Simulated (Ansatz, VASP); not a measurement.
**Two plane-wave programs on V**

```
CELL_PARAMETERS angstrom
-1.49401 1.49401 1.49401
1.49401 -1.49401 1.49401
1.49401 1.49401 -1.49401
ATOMIC_POSITIONS crystal
V 0.00000 0.00000 0.00000
```

Alike in both runs: functional r2SCAN; k mesh 20 × 20 × 20; occupations fermi-dirac, width 0.15 eV; no spin polarisation.

Ansatz relaxed the structure, and its values are those at the end. VASP's run is a single point on that final structure, the one shown.

|  | VASP | Ansatz |
| --- | --- | --- |
| version | VASP 6.6.1 | Ansatz 0.2.0 |
| potentials or method | VASP PAW PBE potentials, release 64 (V_sv), cutoff 520 eV | scalar-relativistic, plane waves, PAW |
| valence electrons in the cell | 13 | 13 |

Ansatz gave:

| Quantity | Value |
| --- | --- |
| gap on the k mesh at the Fermi level (eV) | none |
| pressure (GPa) | 0.0 |

Task: Which values does VASP return?

Result: gap on the k mesh at the Fermi level (eV): none; pressure (GPa): 0.3.

VASP's potentials were made for PBE, not for r2SCAN. A gap of «none» marks a metal or a gap that the smearing closes. With one functional, cell and mesh, what is left measures potentials, basis and numerics.
